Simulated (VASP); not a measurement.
# AlGaN2 (P-4m2) in VASP: notebook, part 2 of 2

VASP 6.6.1. The steps go on from the part before.

## (3) Single point, r2SCAN

File POSCAR:

```
AlGaN2
1.0
    3.1384692830      0.0000000000      0.0000000000
    0.0000000000      3.1384692830      0.0000000000
    0.0000000000      0.0000000000      4.4227212057
Al Ga N
1 1 2
Direct
    0.5000000000      0.5000000000      0.5000000000
    0.0000000000      0.0000000000      0.0000000000
    0.5000000000      0.0000000000      0.7390927671
    0.0000000000      0.5000000000      0.2609072329
```

File INCAR.step1:

```
SYSTEM = AlGaN2
ALGO = Normal ; EDIFF = 1E-4
ENCUT = 520 ; GGA = PE
ISMEAR = 0 ; LASPH = .TRUE.
LCHARG = .FALSE. ; LREAL = .FALSE.
LWAVE = .TRUE. ; NBANDS = 21
NELM = 100 ; PREC = Accurate
SIGMA = 0.01
```

File INCAR.step2:

```
SYSTEM = AlGaN2
ALGO = Normal ; EDIFF = 1E-7
ENCUT = 520 ; ISIF = 2
ISMEAR = 0 ; ISTART = 1
LASPH = .TRUE. ; LCHARG = .FALSE.
LMIXTAU = .TRUE. ; LREAL = .FALSE.
LWAVE = .FALSE. ; METAGGA = R2SCAN
NBANDS = 21 ; NELM = 100
PREC = Accurate ; SIGMA = 0.01
```

File KPOINTS:

```
k-points
0
G
  6 6 4
  0 0 0
```

Potentials or basis: VASP PAW PBE potentials, release 64 (Al, Ga_d, N).

Run with:

```
$ cat potpaw_PBE.64/Al/POTCAR potpaw_PBE.64/Ga_d/POTCAR potpaw_PBE.64/N/POTCAR > POTCAR
$ cp INCAR.step1 INCAR
$ mpirun -np 1 vasp_std > vasp.out
$ cp INCAR.step2 INCAR
$ mpirun -np 1 vasp_std > vasp.out
```

OUTCAR:

```text
SYSTEM = AlGaN2
   EDIFF = 1E-7
   ENCUT = 520
   ISIF = 2
   ISMEAR = 0
   ISTART = 1
   LASPH = .TRUE.
   LREAL = .FALSE.
   METAGGA = R2SCAN
   NELM = 100
   PREC = Accurate

 ion  position               nearest neighbor table
   1  0.500  0.500  0.500-   3 1.89   4 1.89   3 1.89   4 1.89   2 3.13   2 3.13   2 3.13   2 3.13
                             2 3.13   2 3.13   2 3.13   2 3.13
   2  0.000  0.000  0.000-   3 1.95   4 1.95   4 1.95   3 1.95   1 3.13   1 3.13   1 3.13   1 3.13
                             1 3.13   1 3.13   1 3.13   1 3.13
   3  0.500  0.000  0.739-   1 1.89   1 1.89   2 1.95   2 1.95
   4  0.000  0.500  0.261-   1 1.89   1 1.89   2 1.95   2 1.95

  LATTYP: Found a simple tetragonal cell.
 ALAT       =     3.1384692830
 C/A-ratio  =     1.4091969068

  Lattice vectors:

 A1 = (   3.1384692830,   0.0000000000,   0.0000000000)
 A2 = (   0.0000000000,   3.1384692830,   0.0000000000)
 A3 = (   0.0000000000,   0.0000000000,   4.4227212057)

Analysis of symmetry for initial positions (statically):
=====================================================================
 Subroutine PRICEL returns:
 Original cell was already a primitive cell.

 Routine SETGRP: Setting up the symmetry group for a
 simple tetragonal supercell.

 Subroutine GETGRP returns: Found  8 space group operations
 (whereof  8 operations were pure point group operations)
 out of a pool of 16 trial point group operations.

The static configuration has the point symmetry D_2d.

Analysis of symmetry for dynamics (positions and initial velocities):
=====================================================================
 Subroutine PRICEL returns:
 Original cell was already a primitive cell.

 Routine SETGRP: Setting up the symmetry group for a
 simple tetragonal supercell.

 Subroutine GETGRP returns: Found  8 space group operations
 (whereof  8 operations were pure point group operations)
[... 118 lines left out ...]
   NUPDOWN=      -1.0000    fix difference up-down
   EMIN   =  10.00;   EMAX   =-10.00  energy-range for DOS
   EFERMI =   0.00;   METHOD = LEGACY
   ISMEAR =     0;   SIGMA  =   0.01  broadening in eV -4-tet -1-fermi 0-gaus
   EFERMI_NEDOS =   21; number of points for ismear=-14 and -15
   IALGO  =     38    algorithm
   IMIX   =      4    mixing-type and parameters
     AMIX     =   0.40;   BMIX     =  1.00
     AMIX_MAG =   1.60;   BMIX_MAG =  1.00
  volume/ion in A,a.u.               =      10.89        73.50
  Fermi-wavevector in a.u.,A,eV,Ry     =   1.378344  2.604692 25.848772  1.899831
  Thomas-Fermi vector in A             =   2.503414
   LORBIT       =      0    0 simple, 1 ext, 2 COOP (PROOUT), +10 PAW based schemes
   METAGGA = R2SCAN    functional components
   LHFCALC =     F    Hartree Fock is set to
   AEXX    =    0.0000 exact exchange contribution
   IVDW    =     0    specifies the selected vdW correction
   LEPSILON=     F    determine dielectric tensor
   LRPA    =     F    only Hartree local field effects (RPA)
 non-spin polarized calculation
 Gauss-broadening in eV      SIGMA  =   0.01
  energy-cutoff  :      520.00
  volume of cell :       43.56
 maximum number of plane-waves:      1208
 NGX is ok and might be reduce to    24
   NGX = 11   NGY = 11   NGZ = 17

 number of electron      25.9999981 magnetization

 Free energy of the ion-electron system (eV)
  ---------------------------------------------------
  ext. energy  EPLUGINS =         0.00000000
  ---------------------------------------------------
  free energy    TOTEN  =       -41.07323547 eV

  energy without entropy =      -41.07323547  energy(sigma->0) =      -41.07323547

 E-fermi :   5.4599     XC(G=0): -12.0763

 val. band max:        5.4012255063   @ k =   0.0000   0.0000   0.0000
 cond. band min:       8.7785852283   @ k =   0.0000   0.0000   0.0000
 fundamental gap:      3.3773597221
 Fermi energy:         5.4598656663

 k-point     1 :       0.0000    0.0000    0.0000
  band No.  band energies     occupation
      1     -10.8989      2.00000
      2      -9.3010      2.00000
      3      -7.9234      2.00000
      4      -7.9234      2.00000
      5      -7.8517      2.00000
      6      -7.6946      2.00000
[... 565 lines left out ...]
     20      17.3035      0.00000
     21      17.3046      0.00000

 [... further k-points ...]
[... 5 lines left out ...]
  --------------------------------------------------------------------------------------
  -------------------------------------------------------------------------------------
  Total        0.0812216      0.0812216      0.0918395      0.0000000      0.0000000     -0.0000000
  in kB        2.9871479      2.9871479      3.3776498      0.0000000      0.0000000     -0.0000000
  external PRESSURE =       3.1173152 kB  Pullay stress =       0.0000000 kB

 VOLUME and BASIS-vectors are now :
 -----------------------------------------------------------------------------
  energy-cutoff  :      520.00
  volume of cell :       43.56
      direct lattice vectors                 reciprocal lattice vectors
     3.138469283  0.000000000  0.000000000     0.318626665  0.000000000  0.000000000
     0.000000000  3.138469283  0.000000000     0.000000000  0.318626665  0.000000000
     0.000000000  0.000000000  4.422721206     0.000000000  0.000000000  0.226105141

 POSITION                                       TOTAL-FORCE (eV/Angst)
 -----------------------------------------------------------------------------------
      1.56923      1.56923      2.21136         0.000000      0.000000      0.000000
      0.00000      0.00000      0.00000        -0.000000     -0.000000      0.000000
      1.56923      0.00000      3.26880        -0.000000     -0.000000     -0.092597
      0.00000      1.56923      1.15392         0.000000     -0.000000      0.092597
 -----------------------------------------------------------------------------------
    total drift:                                0.000000      0.000000      0.000000

  FREE ENERGIE OF THE ION-ELECTRON SYSTEM (eV)
  ---------------------------------------------------
  free  energy   TOTEN  =       -41.0732354662 eV

  energy  without entropy=      -41.0732354662  energy(sigma->0) =      -41.07323547
```

OUTCAR.step1:

```text
SYSTEM = AlGaN2
   EDIFF = 1E-4
   ENCUT = 520
   GGA = PE
   ISMEAR = 0
[... 808 lines left out ...]
      1.56923      1.56923      2.21136         0.000000      0.000000      0.000000
      0.00000      0.00000      0.00000        -0.000000     -0.000000      0.000000
      1.56923      0.00000      3.26880         0.000000     -0.000000     -0.114804
      0.00000      1.56923      1.15392         0.000000     -0.000000      0.114804
 -----------------------------------------------------------------------------------
    total drift:                                0.000000      0.000000      0.000000

  FREE ENERGIE OF THE ION-ELECTRON SYSTEM (eV)
  ---------------------------------------------------
  free  energy   TOTEN  =       -26.9689951850 eV

  energy  without entropy=      -26.9689951850  energy(sigma->0) =      -26.96899519
```

OSZICAR.step1:

```text
N       E                     dE             d eps       ncg     rms          rms(c)
DAV:   1     0.179799146495E+03    0.17980E+03   -0.12921E+04  1404   0.180E+03
DAV:   2    -0.104787926672E+02   -0.19028E+03   -0.17771E+03  1428   0.417E+02
DAV:   3    -0.309089975959E+02   -0.20430E+02   -0.20189E+02  1450   0.108E+02
DAV:   4    -0.314779254790E+02   -0.56893E+00   -0.56812E+00  1554   0.194E+01
DAV:   5    -0.314886501379E+02   -0.10725E-01   -0.10724E-01  1455   0.253E+00    0.117E+01
DAV:   6    -0.269235105041E+02    0.45651E+01   -0.14084E+01  1983   0.504E+01    0.379E+00
DAV:   7    -0.269861388528E+02   -0.62628E-01   -0.11453E+00  1300   0.879E+00    0.278E+00
DAV:   8    -0.269867524676E+02   -0.61361E-03   -0.17893E-01  1689   0.492E+00    0.115E+00
DAV:   9    -0.269688749734E+02    0.17877E-01   -0.47879E-02  1846   0.338E+00    0.401E-01
DAV:  10    -0.269688050447E+02    0.69929E-04   -0.65352E-03  1443   0.578E-01    0.865E-02
DAV:  11    -0.269689828916E+02   -0.17785E-03   -0.36921E-04  1548   0.219E-01    0.270E-02
DAV:  12    -0.269689951850E+02   -0.12293E-04   -0.36233E-05   770   0.907E-02
   1 F= -.26968995E+02 E0= -.26968995E+02  d E =-.213211E-25
```

Run time: 39 s. Hardware: 1 thread of Intel Xeon 6975P-C (Granite Rapids), shared host; peak memory 0.17 GiB.

Results:

```
Free energy            : -41.0732 eV
Pressure               : 0.3 GPa
Largest force          : 0.093 eV/Å
Band gap on the k mesh : 3.38 eV, direct
```

Forces in eV/Å, atoms in the order of the input:
```
Al   0.000  0.000  0.000
Ga   0.000  0.000  0.000
N    0.000  0.000 -0.093
N    0.000  0.000  0.093
```

Caveat: the PAW data sets were made with another functional, which shifts forces and pressure a little. r2SCAN opens gaps a little over a GGA but as a rule still falls short of measured ones.
